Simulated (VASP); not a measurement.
# Al (Fm-3m) in VASP: further runs

The runs below take Al through single point, relaxation of volume and atoms at fixed shape, with PBEsol.

Everything below comes from runs of VASP 6.6.1. Logs are shortened: lines on timing, memory, paths and dates and some standing lists are left out, and cuts for length are marked.

### 1 The cell of the first run

The structure is cubic, space group Fm-3m (No. 225). The conventional cell has a = 4.012 Å, b = 4.012 Å, c = 4.012 Å, α = 90.00°, β = 90.00°, γ = 90.00°. Within 3.7 Å of Al (site symmetry m-3m) lie 12 Al at 2.84 Å.

### 2 Single point, PBEsol

File INCAR:

```
SYSTEM = Al
PREC = Accurate
ENCUT = 520
EDIFF = 1E-6
ISMEAR = -1
SIGMA = 0.05
LREAL = .FALSE.
LASPH = .TRUE.
NELM = 100
ALGO = Normal
ISIF = 2
LWAVE = .FALSE.
LCHARG = .FALSE.
GGA = PS
NBANDS = 8
```

File KPOINTS:

```
Automatic mesh
0
G
  10 10 10
  0 0 0
```

File POSCAR:

```
Al
1.0
    0.0000000000      2.0058819699      2.0058819699
    2.0058819699      0.0000000000      2.0058819699
    2.0058819699      2.0058819699      0.0000000000
Al
1
Direct
    0.0000000000      0.0000000000      0.0000000000
```

Potentials or basis: VASP PAW PBE potentials, release 64 (Al).

The run is started by

```console
cat potpaw_PBE.64/Al/POTCAR > POTCAR
mpirun -np 1 vasp_std > vasp.out
```

OUTCAR:

```text
SYSTEM = Al
   PREC = Accurate
   ENCUT = 520
   EDIFF = 1E-6
   ISMEAR = -1
   LREAL = .FALSE.
   LASPH = .TRUE.
   NELM = 100
   ISIF = 2
   GGA = PS

 ion  position               nearest neighbor table
   1  0.000  0.000  0.000-

  LATTYP: Found a face centered cubic cell.
 ALAT       =     4.0117639398

  Lattice vectors:

 A1 = (   0.0000000000,   2.0058819699,   2.0058819699)
 A2 = (   2.0058819699,   0.0000000000,   2.0058819699)
 A3 = (   2.0058819699,   2.0058819699,   0.0000000000)

Analysis of symmetry for initial positions (statically):
=====================================================================
 Subroutine PRICEL returns:
 Original cell was already a primitive cell.

 Routine SETGRP: Setting up the symmetry group for a
 face centered cubic supercell.

 Subroutine GETGRP returns: Found 48 space group operations
 (whereof 48 operations were pure point group operations)
 out of a pool of 48 trial point group operations.

The static configuration has the point symmetry O_h .

Analysis of symmetry for dynamics (positions and initial velocities):
=====================================================================
 Subroutine PRICEL returns:
 Original cell was already a primitive cell.

 Routine SETGRP: Setting up the symmetry group for a
 face centered cubic supercell.

 Subroutine GETGRP returns: Found 48 space group operations
 (whereof 48 operations were pure point group operations)
 out of a pool of 48 trial point group operations.

The dynamic configuration has the point symmetry O_h .

 Subroutine INISYM returns: Found 48 space group operations
 (whereof 48 operations are pure point group operations),
 and found     1 'primitive' translations

----------------------------------------------------------------------------------------

                                     Primitive cell

  volume of cell :      16.1416

  direct lattice vectors                    reciprocal lattice vectors
     0.000000000  2.005881970  2.005881970    -0.249266910  0.249266910  0.249266910
     2.005881970  0.000000000  2.005881970     0.249266910 -0.249266910  0.249266910
     2.005881970  2.005881970  0.000000000     0.249266910  0.249266910 -0.249266910

  length of vectors
     2.836745486  2.836745486  2.836745486     0.431742952  0.431742952  0.431742952

  position of ions in fractional coordinates (direct lattice)
     0.000000000  0.000000000  0.000000000

  ion indices of the primitive-cell ions
   primitive index   ion index
                 1           1

----------------------------------------------------------------------------------------

 KPOINTS: Automatic mesh

Automatic generation of k-mesh.
 Grid dimensions read from file:
 generate k-points for:   10   10   10

 Generating k-lattice:

  Cartesian coordinates                     Fractional coordinates (reciprocal lattice)
    -0.024926691  0.024926691  0.024926691     0.100000000  0.000000000  0.000000000
     0.024926691 -0.024926691  0.024926691     0.000000000  0.100000000  0.000000000
     0.024926691  0.024926691 -0.024926691     0.000000000  0.000000000  0.100000000

  Length of vectors
     0.043174295  0.043174295  0.043174295

  Shift w.r.t. Gamma in fractional coordinates (k-lattice)
     0.000000000  0.000000000  0.000000000

 Subroutine IBZKPT returns following result:
 ===========================================

 Found     47 irreducible k-points:

 Following reciprocal coordinates:
            Coordinates               Weight
  0.000000  0.000000  0.000000      1.000000
  0.100000  0.000000  0.000000      8.000000
  0.200000  0.000000  0.000000      8.000000
  0.300000  0.000000  0.000000      8.000000
  0.400000  0.000000  0.000000      8.000000
  0.500000  0.000000  0.000000      4.000000
[... 16 lines left out ...]
  0.300000  0.300000  0.000000      6.000000
  0.400000  0.300000  0.000000     24.000000
 [... further k-points ...]
   k-points           NKPTS =     47   k-points in BZ     NKDIM =     47   number of bands    NBANDS=      8
   number of dos      NEDOS =    301   number of ions     NIONS =      1
   total plane-waves  NPLWV =  13824
   dimension x,y,z NGX =    24 NGY =   24 NGZ =   24
   dimension x,y,z NGXF=    48 NGYF=   48 NGZF=   48
   ions per type =               1
   NGX,Y,Z   is equivalent  to a cutoff of  14.07, 14.07, 14.07 a.u.
   NGXF,Y,Z  is equivalent  to a cutoff of  28.13, 28.13, 28.13 a.u.
 SYSTEM =  Al
   PREC   = accura    normal or accurate (medium, high low for compatibility)
   ISTART =      0    job   : 0-new  1-cont  2-samecut
   ICHARG =      2    charge: 1-file 2-atom 10-const
   ISPIN  =      1    spin polarized calculation?
   LNONCOLLINEAR =      F non collinear calculations
   LSORBIT =      F    spin-orbit coupling
   LASPH  =      T    aspherical Exc in radial PAW
   ENCUT  =  520.0 eV  38.22 Ry    6.18 a.u.   5.27  5.27  5.27*2*pi/ulx,y,z
   NELM   =    100;   NELMIN=  2; NELMDL= -5     # of ELM steps
   EDIFF  = 0.1E-05   stopping-criterion for ELM
   LREAL  =      F    real-space projection
   EDIFFG = 0.1E-04   stopping-criterion for IOM
   NSW    =      0    number of steps for IOM
   IBRION =     -1    ionic relax: 0-MD 1-quasi-New 2-CG
   NFREE  =      0    steps in history (QN), initial steepest desc. (CG)
   ISIF   =      2    stress and relaxation
   ISYM   =      2    0-nonsym 1-usesym 2-fastsym
   POTIM  = 0.5000    time-step for ionic-motion
   TEBEG  =    0.0;   TEEND  =   0.0 temperature during run
   PSTRESS=    0.0 pullay stress
   NELECT =       3.0000    total number of electrons
   NUPDOWN=      -1.0000    fix difference up-down
   EMIN   =  10.00;   EMAX   =-10.00  energy-range for DOS
   EFERMI =   0.00;   METHOD = LEGACY
   ISMEAR =    -1;   SIGMA  =   0.05  broadening in eV -4-tet -1-fermi 0-gaus
   EFERMI_NEDOS =   21; number of points for ismear=-14 and -15
   IALGO  =     38    algorithm
   IMIX   =      4    mixing-type and parameters
     AMIX     =   0.40;   BMIX     =  1.00
     AMIX_MAG =   1.60;   BMIX_MAG =  1.00
  volume/ion in A,a.u.               =      16.14       108.93
  Fermi-wavevector in a.u.,A,eV,Ry     =   0.934257  1.765490 11.875667  0.872837
  Thomas-Fermi vector in A             =   2.061044
   LORBIT       =      0    0 simple, 1 ext, 2 COOP (PROOUT), +10 PAW based schemes
   GGA     = PS    functional components
   LHFCALC =     F    Hartree Fock is set to
   AEXX    =    0.0000 exact exchange contribution
   IVDW    =     0    specifies the selected vdW correction
   LEPSILON=     F    determine dielectric tensor
   LRPA    =     F    only Hartree local field effects (RPA)
 non-spin polarized calculation
  energy-cutoff  :      520.00
  volume of cell :       16.14
 maximum number of plane-waves:       444
 NGX is ok and might be reduce to    24
   NGX = 11   NGY = 11   NGZ = 11

 number of electron       3.0000000 magnetization

 Free energy of the ion-electron system (eV)
  ---------------------------------------------------
  ext. energy  EPLUGINS =         0.00000000
  ---------------------------------------------------
  free energy    TOTEN  =        -4.07600897 eV

  energy without entropy =       -4.06936561  energy(sigma->0) =       -4.07268729

 E-fermi :   8.3010     XC(G=0): -10.3379

 val. band max:        8.2886356086   @ k =  -0.4000   0.4000   0.0000
 cond. band min:       8.3984258643   @ k =  -0.3000   0.2000   0.0000
 fundamental gap:      0.1097902557
 Fermi energy:         8.3010267264

 k-point     1 :       0.0000    0.0000    0.0000
  band No.  band energies     occupation
      1      -3.1028      2.00000
      2      20.8955      0.00000
      3      20.8955      0.00000
      4      20.8955      0.00000
      5      22.5541      0.00000
      6      22.5541      0.00000
      7      22.5541      0.00000
      8      24.8228      0.00000

 k-point     2 :       0.1000    0.0000    0.0000
  band No.  band energies     occupation
      1      -2.8273      2.00000
      2      17.6110      0.00000
      3      20.2054      0.00000
      4      20.2054      0.00000
      5      23.1662      0.00000
      6      23.6615      0.00000
      7      23.6615      0.00000
      8      26.4815      0.00000

 k-point     3 :       0.2000    0.0000    0.0000
  band No.  band energies     occupation
      1      -2.0038      2.00000
      2      13.5727      0.00000
      3      19.4557      0.00000
      4      19.4557      0.00000
      5      22.8630      0.00000
      6      24.0305      0.00000
      7      24.0305      0.00000
      8      26.1078      0.00000

 k-point     4 :       0.3000    0.0000    0.0000
  band No.  band energies     occupation
      1      -0.6423      2.00000
      2       9.8361      0.00000
      3      19.1065      0.00000
      4      19.1065      0.00000
      5      22.2418      0.00000
      6      22.2418      0.00000
      7      22.6827      0.00000
      8      26.3051      0.00000

 k-point     5 :       0.4000    0.0000    0.0000
  band No.  band energies     occupation
      1       1.2416      2.00000
      2       6.5113      2.00000
      3      19.2040      0.00000
      4      19.2040      0.00000
      5      20.7795      0.00000
      6      20.7795      0.00000
      7      22.8925      0.00000
      8      24.7556      0.00000
[... 177 lines left out ...]
 k-point    22 :      -0.2000    0.2000    0.0000
  band No.  band energies     occupation
      1      -0.1915      2.00000
      2      11.2717      0.00000
      3      12.8219      0.00000
      4      19.5126      0.00000
      5      21.5570      0.00000
      6      23.7386      0.00000
      7      24.8513      0.00000
      8      25.8524      0.00000

 k-point    23 :       0.3000    0.3000    0.0000
  band No.  band energies     occupation
      1       0.1673      2.00000
      2      14.1288      0.00000
      3      14.8814      0.00000
      4      15.1100      0.00000
      5      15.1100      0.00000
      6      18.7424      0.00000
      7      30.7246      0.00000
      8      31.9462      0.00000

 k-point    24 :       0.4000    0.3000    0.0000
  band No.  band energies     occupation
      1       1.5047      2.00000
      2      11.6386      0.00000
      3      12.1246      0.00000
      4      14.7236      0.00000
      5      16.0141      0.00000
      6      19.7045      0.00000
      7      30.0355      0.00000
      8      32.3455      0.00000

 [... further k-points ...]
[... 5 lines left out ...]
  --------------------------------------------------------------------------------------
  -------------------------------------------------------------------------------------
  Total        0.0028092      0.0028092      0.0028092      0.0000000      0.0000000     -0.0000000
  in kB        0.2788341      0.2788341      0.2788341      0.0000000      0.0000000     -0.0000000
  external PRESSURE =       0.2788341 kB  Pullay stress =       0.0000000 kB

 VOLUME and BASIS-vectors are now :
 -----------------------------------------------------------------------------
  energy-cutoff  :      520.00
  volume of cell :       16.14
      direct lattice vectors                 reciprocal lattice vectors
     0.000000000  2.005881970  2.005881970    -0.249266910  0.249266910  0.249266910
     2.005881970  0.000000000  2.005881970     0.249266910 -0.249266910  0.249266910
     2.005881970  2.005881970  0.000000000     0.249266910  0.249266910 -0.249266910

 POSITION                                       TOTAL-FORCE (eV/Angst)
 -----------------------------------------------------------------------------------
      0.00000      0.00000      0.00000         0.000000     -0.000000     -0.000000
 -----------------------------------------------------------------------------------
    total drift:                                0.000000     -0.000000     -0.000000

  FREE ENERGIE OF THE ION-ELECTRON SYSTEM (eV)
  ---------------------------------------------------
  free  energy   TOTEN  =        -4.0760089671 eV

  energy  without entropy=       -4.0693656074  energy(sigma->0) =       -4.07268729
```

It took 7.8 s on 1 thread of Intel Xeon 8259CL, shared host; peak memory 0.13 GiB.

Results:

| Quantity | Value |
| --- | --- |
| Free energy | -4.0760 eV |
| Pressure | 0.0 GPa |

Levels at points of the mesh, in eV from the Fermi level:
```csv
k point,band 1,band 2,band 3,band 4
"(0.00, 0.00, 0.00)",-11.40,12.59,12.59,12.59
"(0.50, 0.00, 0.00)",-4.80,-4.53,11.41,11.41
"(0.50, 0.50, 0.00)",-3.09,-1.73,5.13,5.57
```

Caveat: the PAW data sets were made with another functional, which shifts forces and pressure a little.

[end of part 1 of 2]
